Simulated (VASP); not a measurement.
# Sb2S3 (Stibnite) (Pnma) in VASP: single point with PBE

Aim: the single point of Sb2S3 (Stibnite) with PBE.

All numbers are computed with VASP 6.6.1; they aren't measurements. Logs are shortened: lines on timing, memory, paths and dates and some standing lists are left out, and cuts for length are marked.

### Step 1. The cell of the first run

It takes space group Pnma (No. 62, orthorhombic). Conventional cell: a = 13.329 Å, b = 3.876 Å, c = 11.294 Å, α = 90.00°, β = 90.00°, γ = 90.00°. Within 3.4 Å of Sb (site symmetry m) lie 6 S at 2.55 to 3.27 Å. Within 3.3 Å of Sb (site symmetry m) lie 5 S at 2.46 to 2.89 Å. S (site symmetry m) has 3 Sb at 2.55 to 2.70 Å within 3.4 Å. S (site symmetry m) has 5 Sb at 2.46 to 3.21 Å within 3.3 Å. S (site symmetry m) has 3 Sb at 2.56 to 3.27 Å within 3.4 Å.

### Step 2. Single point, PBE (volume scaled by 1.10, then relaxed in part)

Input file INCAR:

```
PREC = Accurate
ENCUT = 500
EDIFF = 1E-6
ISMEAR = 0
SIGMA = 0.02
LREAL = False
LASPH = True
NELM = 120
ALGO = Normal
ISIF = 2
LWAVE = False
LCHARG = False
GGA = PE
NBANDS = 72
GGA_COMPAT = False
KPAR = 4
```

Input file KPOINTS:

```
regular mesh
0
Gamma
  4 8 4
```

Input file POSCAR:

```
Sb2S3
1.0
   13.3290410726      0.0000000000      0.0000000000
    0.0000000000      3.8761051357      0.0000000000
    0.0000000000      0.0000000000     11.2937603350
Sb S
8 12
Direct
    0.4619224578      0.2500000000      0.3320199085
    0.0380775422      0.7500000000      0.8320199085
    0.9619224578      0.2500000000      0.1679800915
    0.5380775422      0.7500000000      0.6679800915
    0.3723354379      0.7500000000      0.0343160825
    0.1276645621      0.2500000000      0.5343160825
    0.8723354379      0.7500000000      0.4656839175
    0.6276645621      0.2500000000      0.9656839175
    0.3156478432      0.2500000000      0.1861339141
    0.1843521568      0.7500000000      0.6861339141
    0.8156478432      0.2500000000      0.3138660859
    0.6843521568      0.7500000000      0.8138660859
    0.5404660579      0.7500000000      0.1247787185
    0.9595339421      0.2500000000      0.6247787185
    0.0404660579      0.7500000000      0.3752212815
    0.4595339421      0.2500000000      0.8752212815
    0.3811701718      0.7500000000      0.4457374037
    0.1188298282      0.2500000000      0.9457374037
    0.8811701718      0.7500000000      0.0542625963
    0.6188298282      0.2500000000      0.5542625963
```

Potentials or basis: VASP PAW PBE potentials, release 64 (Sb, S).

Launch:

```sh
> cat potpaw_PBE.64/Sb/POTCAR potpaw_PBE.64/S/POTCAR > POTCAR
> mpirun -np 4 vasp_std > vasp.out
```

OUTCAR:

```text
PREC = Accurate
   ENCUT = 500
   EDIFF = 1E-6
   ISMEAR = 0
   LREAL = False
   LASPH = True
   NELM = 120
   ISIF = 2
   GGA = PE

 ion  position               nearest neighbor table
   1  0.462  0.250  0.332-   9 2.55  17 2.56  17 2.56  13 3.21  13 3.21  20 3.27
   2  0.038  0.750  0.832-  10 2.55  18 2.56  18 2.56  14 3.21  14 3.21  19 3.27
   3  0.962  0.250  0.168-  11 2.55  19 2.56  19 2.56  15 3.21  15 3.21  18 3.27
   4  0.538  0.750  0.668-  12 2.55  20 2.56  20 2.56  16 3.21  16 3.21  17 3.27
   5  0.372  0.750  0.034-  13 2.46   9 2.70   9 2.70  16 2.89  16 2.89
   6  0.128  0.250  0.534-  14 2.46  10 2.70  10 2.70  15 2.89  15 2.89
   7  0.872  0.750  0.466-  15 2.46  11 2.70  11 2.70  14 2.89  14 2.89
   8  0.628  0.250  0.966-  16 2.46  12 2.70  12 2.70  13 2.89  13 2.89
   9  0.316  0.250  0.186-   1 2.55   5 2.70   5 2.70
  10  0.184  0.750  0.686-   2 2.55   6 2.70   6 2.70
  11  0.816  0.250  0.314-   3 2.55   7 2.70   7 2.70
  12  0.684  0.750  0.814-   4 2.55   8 2.70   8 2.70
  13  0.540  0.750  0.125-   5 2.46   8 2.89   8 2.89   1 3.21   1 3.21
  14  0.960  0.250  0.625-   6 2.46   7 2.89   7 2.89   2 3.21   2 3.21
  15  0.040  0.750  0.375-   7 2.46   6 2.89   6 2.89   3 3.21   3 3.21
  16  0.460  0.250  0.875-   8 2.46   5 2.89   5 2.89   4 3.21   4 3.21
  17  0.381  0.750  0.446-   1 2.56   1 2.56   4 3.27
  18  0.119  0.250  0.946-   2 2.56   2 2.56   3 3.27
  19  0.881  0.750  0.054-   3 2.56   3 2.56   2 3.27
  20  0.619  0.250  0.554-   4 2.56   4 2.56   1 3.27

  LATTYP: Found a simple orthorhombic cell.
 ALAT       =     3.8761051357
 B/A-ratio  =     2.9136878231
 C/A-ratio  =     3.4387718098

  Lattice vectors:

 A1 = (   0.0000000000,   3.8761051357,   0.0000000000)
 A2 = (   0.0000000000,   0.0000000000,  11.2937603350)
 A3 = (  13.3290410726,   0.0000000000,   0.0000000000)

Analysis of symmetry for initial positions (statically):
=====================================================================
 Subroutine PRICEL returns:
 Original cell was already a primitive cell.

 Routine SETGRP: Setting up the symmetry group for a
 simple orthorhombic supercell.

 Subroutine GETGRP returns: Found  8 space group operations
 (whereof  2 operations were pure point group operations)
 out of a pool of  8 trial point group operations.

The static configuration has the point symmetry S_2 .
 The point group associated with its full space group is D_2h.

Analysis of symmetry for dynamics (positions and initial velocities):
=====================================================================
 Subroutine PRICEL returns:
 Original cell was already a primitive cell.

 Routine SETGRP: Setting up the symmetry group for a
 simple orthorhombic supercell.

 Subroutine GETGRP returns: Found  8 space group operations
 (whereof  2 operations were pure point group operations)
 out of a pool of  8 trial point group operations.

The dynamic configuration has the point symmetry S_2 .
 The point group associated with its full space group is D_2h.

 Subroutine INISYM returns: Found  8 space group operations
 (whereof  2 operations are pure point group operations),
 and found     1 'primitive' translations

----------------------------------------------------------------------------------------

                                     Primitive cell

  volume of cell :     583.4895

  direct lattice vectors                    reciprocal lattice vectors
    13.329041073  0.000000000  0.000000000     0.075024152  0.000000000  0.000000000
     0.000000000  3.876105136  0.000000000     0.000000000  0.257990938  0.000000000
     0.000000000  0.000000000 11.293760335     0.000000000  0.000000000  0.088544468

  length of vectors
    13.329041073  3.876105136 11.293760335     0.075024152  0.257990938  0.088544468

  position of ions in fractional coordinates (direct lattice)
     0.461922458  0.250000000  0.332019909
     0.038077542  0.750000000  0.832019909
     0.961922458  0.250000000  0.167980091
     0.538077542  0.750000000  0.667980091
     0.372335438  0.750000000  0.034316082
     0.127664562  0.250000000  0.534316082
[... 12 lines left out ...]
     0.881170172  0.750000000  0.054262596
     0.618829828  0.250000000  0.554262596

  ion indices of the primitive-cell ions
   primitive index   ion index
                 1           1
                 2           2
                 3           3
                 4           4
                 5           5
                 6           6
[... 12 lines left out ...]
                19          19
                20          20

----------------------------------------------------------------------------------------

 KPOINTS: regular mesh

Automatic generation of k-mesh.
 Grid dimensions read from file:
 generate k-points for:    4    8    4

 Generating k-lattice:

  Cartesian coordinates                     Fractional coordinates (reciprocal lattice)
     0.018756038  0.000000000  0.000000000     0.250000000  0.000000000  0.000000000
     0.000000000  0.032248867  0.000000000     0.000000000  0.125000000  0.000000000
     0.000000000  0.000000000  0.022136117     0.000000000  0.000000000  0.250000000

  Length of vectors
     0.018756038  0.032248867  0.022136117

  Shift w.r.t. Gamma in fractional coordinates (k-lattice)
     0.000000000  0.000000000  0.000000000

 Subroutine IBZKPT returns following result:
 ===========================================

 Found     45 irreducible k-points:

 Following reciprocal coordinates:
            Coordinates               Weight
  0.000000  0.000000  0.000000      1.000000
  0.250000  0.000000  0.000000      2.000000
  0.500000  0.000000  0.000000      1.000000
  0.000000  0.125000  0.000000      2.000000
  0.250000  0.125000  0.000000      4.000000
  0.500000  0.125000  0.000000      2.000000
[... 16 lines left out ...]
  0.250000  0.250000  0.250000      8.000000
  0.500000  0.250000  0.250000      4.000000
 [... further k-points ...]
   k-points           NKPTS =     45   k-points in BZ     NKDIM =     45   number of bands    NBANDS=     72
   number of dos      NEDOS =    301   number of ions     NIONS =     20
   total plane-waves  NPLWV = 230496
   dimension x,y,z NGX =    98 NGY =   28 NGZ =   84
   dimension x,y,z NGXF=   196 NGYF=   56 NGZF=  168
   ions per type =               8  12
   NGX,Y,Z   is equivalent  to a cutoff of  12.22, 12.01, 12.36 a.u.
   NGXF,Y,Z  is equivalent  to a cutoff of  24.45, 24.02, 24.73 a.u.
 SYSTEM =  unknown system
   PREC   = accura    normal or accurate (medium, high low for compatibility)
   ISTART =      0    job   : 0-new  1-cont  2-samecut
   ICHARG =      2    charge: 1-file 2-atom 10-const
   ISPIN  =      1    spin polarized calculation?
   LNONCOLLINEAR =      F non collinear calculations
   LSORBIT =      F    spin-orbit coupling
   LASPH  =      T    aspherical Exc in radial PAW
   ENCUT  =  500.0 eV  36.75 Ry    6.06 a.u.  24.30  7.07 20.59*2*pi/ulx,y,z
   NELM   =    120;   NELMIN=  2; NELMDL= -5     # of ELM steps
   EDIFF  = 0.1E-05   stopping-criterion for ELM
   LREAL  =      F    real-space projection
   EDIFFG = 0.1E-04   stopping-criterion for IOM
   NSW    =      0    number of steps for IOM
   IBRION =     -1    ionic relax: 0-MD 1-quasi-New 2-CG
   NFREE  =      0    steps in history (QN), initial steepest desc. (CG)
   ISIF   =      2    stress and relaxation
   ISYM   =      2    0-nonsym 1-usesym 2-fastsym
   POTIM  = 0.5000    time-step for ionic-motion
   TEBEG  =    0.0;   TEEND  =   0.0 temperature during run
   PSTRESS=    0.0 pullay stress
   NELECT =     112.0000    total number of electrons
   NUPDOWN=      -1.0000    fix difference up-down
   EMIN   =  10.00;   EMAX   =-10.00  energy-range for DOS
   EFERMI =   0.00;   METHOD = LEGACY
   ISMEAR =     0;   SIGMA  =   0.02  broadening in eV -4-tet -1-fermi 0-gaus
   EFERMI_NEDOS =   21; number of points for ismear=-14 and -15
   IALGO  =     38    algorithm
   IMIX   =      4    mixing-type and parameters
     AMIX     =   0.40;   BMIX     =  1.00
     AMIX_MAG =   1.60;   BMIX_MAG =  1.00
  volume/ion in A,a.u.               =      29.17       196.88
  Fermi-wavevector in a.u.,A,eV,Ry     =   0.944358  1.784577 12.133830  0.891811
  Thomas-Fermi vector in A             =   2.072155
   LORBIT       =      0    0 simple, 1 ext, 2 COOP (PROOUT), +10 PAW based schemes
   GGA     = PE    functional components
   LHFCALC =     F    Hartree Fock is set to
   AEXX    =    0.0000 exact exchange contribution
   IVDW    =     0    specifies the selected vdW correction
   LEPSILON=     F    determine dielectric tensor
   LRPA    =     F    only Hartree local field effects (RPA)
 non-spin polarized calculation
 Gauss-broadening in eV      SIGMA  =   0.02
  energy-cutoff  :      500.00
  volume of cell :      583.49
 maximum number of plane-waves:     14896
 NGX is ok and might be reduce to    98
   NGX = 49   NGY = 15   NGZ = 41

 number of electron     111.9999989 magnetization

 Free energy of the ion-electron system (eV)
  ---------------------------------------------------
  ext. energy  EPLUGINS =         0.00000000
  ---------------------------------------------------
  free energy    TOTEN  =       -87.66920627 eV

  energy without entropy =      -87.66920627  energy(sigma->0) =      -87.66920627

 E-fermi :   3.4576     XC(G=0):  -8.4400

 val. band max:        3.3397631295   @ k =   0.5000   0.0000   0.0000
 cond. band min:       4.6547074596   @ k =   0.0000   0.0000   0.5000
 fundamental gap:      1.3149443300
 Fermi energy:         3.4575709020

 k-point     1 :       0.0000    0.0000    0.0000
  band No.  band energies     occupation
      1     -10.4506      2.00000
      2     -10.3929      2.00000
      3      -9.8489      2.00000
      4      -9.7902      2.00000
      5      -9.5417      2.00000
      6      -9.5062      2.00000
[... 60 lines left out ...]
     67       6.2877      0.00000
     68       6.3392      0.00000

 k-point     2 :       0.2500    0.0000    0.0000
  band No.  band energies     occupation
      1     -10.4428      2.00000
      2     -10.4021      2.00000
      3      -9.8398      2.00000
      4      -9.7984      2.00000
      5      -9.5367      2.00000
      6      -9.5118      2.00000
[... 60 lines left out ...]
     67       6.3290      0.00000
     68       6.3918      0.00000

 k-point     3 :       0.5000    0.0000    0.0000
  band No.  band energies     occupation
      1     -10.4231      2.00000
      2     -10.4231      2.00000
      3      -9.8186      2.00000
      4      -9.8186      2.00000
      5      -9.5245      2.00000
      6      -9.5245      2.00000
[... 1480 lines left out ...]
     67       6.5829      0.00000
     68       6.7381      0.00000

 k-point    24 :       0.5000    0.2500    0.2500
  band No.  band energies     occupation
      1      -9.9838      2.00000
      2      -9.9838      2.00000
      3      -9.5176      2.00000
      4      -9.5176      2.00000
      5      -9.0329      2.00000
      6      -9.0329      2.00000
[... 60 lines left out ...]
     67       6.6947      0.00000
     68       6.6947      0.00000

 [... further k-points ...]

 [bands above 68 left out]

------------------------ aborting loop because EDIFF is reached ----------------------------------------

  FORCE on cell =-STRESS in cart. coord.  units (eV):
  Direction    XX          YY          ZZ          XY          YZ          ZX
  --------------------------------------------------------------------------------------
  -------------------------------------------------------------------------------------
  Total       -1.9791480     -2.2470114     -2.0317805      0.0000000     -0.0000000      0.0000000
  in kB       -5.4344529     -6.1699670     -5.5789741      0.0000000     -0.0000000      0.0000000
  external PRESSURE =      -5.7277980 kB  Pullay stress =       0.0000000 kB

 VOLUME and BASIS-vectors are now :
 -----------------------------------------------------------------------------
  energy-cutoff  :      500.00
  volume of cell :      583.49
      direct lattice vectors                 reciprocal lattice vectors
    13.329041073  0.000000000  0.000000000     0.075024152  0.000000000  0.000000000
     0.000000000  3.876105136  0.000000000     0.000000000  0.257990938  0.000000000
     0.000000000  0.000000000 11.293760335     0.000000000  0.000000000  0.088544468

 POSITION                                       TOTAL-FORCE (eV/Angst)
 -----------------------------------------------------------------------------------
      6.15698      0.96903      3.74975         0.005620     -0.000000     -0.014979
      0.50754      2.90708      9.39663        -0.005620     -0.000000     -0.014979
     12.82150      0.96903      1.89713         0.005620     -0.000000      0.014979
      7.17206      2.90708      7.54401        -0.005620     -0.000000      0.014979
      4.96287      2.90708      0.38756         0.004348     -0.000000     -0.006907
      1.70165      0.96903      6.03444        -0.004348     -0.000000     -0.006907
[... 12 lines left out ...]
     11.74515      2.90708      0.61283        -0.007381     -0.000000     -0.001085
      8.24841      0.96903      6.25971         0.007381     -0.000000     -0.001085
 -----------------------------------------------------------------------------------
    total drift:                                0.000000      0.000000     -0.000000

  FREE ENERGIE OF THE ION-ELECTRON SYSTEM (eV)
  ---------------------------------------------------
  free  energy   TOTEN  =       -87.6692062709 eV

  energy  without entropy=      -87.6692062709  energy(sigma->0) =      -87.66920627
```

Run time: 5.6 min. Hardware: 4 MPI ranks of Intel Xeon 6975P-C (Granite Rapids), shared host; peak memory 1.3 GiB.

What came out:

| Item | Value |
| --- | --- |
| Free energy | -87.6692 eV |
| Pressure | -0.6 GPa |
| Largest force | 0.016 eV/Å |
| Band gap on the k mesh | 1.31 eV, indirect (least direct gap 1.39 eV) |

Forces on the atoms (eV/Å):
```
Sb   0.006  0.000 -0.015
Sb  -0.006  0.000 -0.015
Sb   0.006  0.000  0.015
Sb  -0.006  0.000  0.015
Sb   0.004  0.000 -0.007
Sb  -0.004  0.000 -0.007
Sb   0.004  0.000  0.007
Sb  -0.004  0.000  0.007
S    0.007  0.000  0.003
S   -0.007  0.000  0.003
S    0.007  0.000 -0.003
S   -0.007  0.000 -0.003
S    0.003  0.000  0.009
S   -0.003  0.000  0.009
S    0.003  0.000 -0.009
S   -0.003  0.000 -0.009
S   -0.007  0.000  0.001
S    0.007  0.000  0.001
S   -0.007  0.000 -0.001
S    0.007  0.000 -0.001
```

Caveat: spin-orbit coupling is left out, which moves the levels of the heavy elements. A k mesh can miss the band edges.
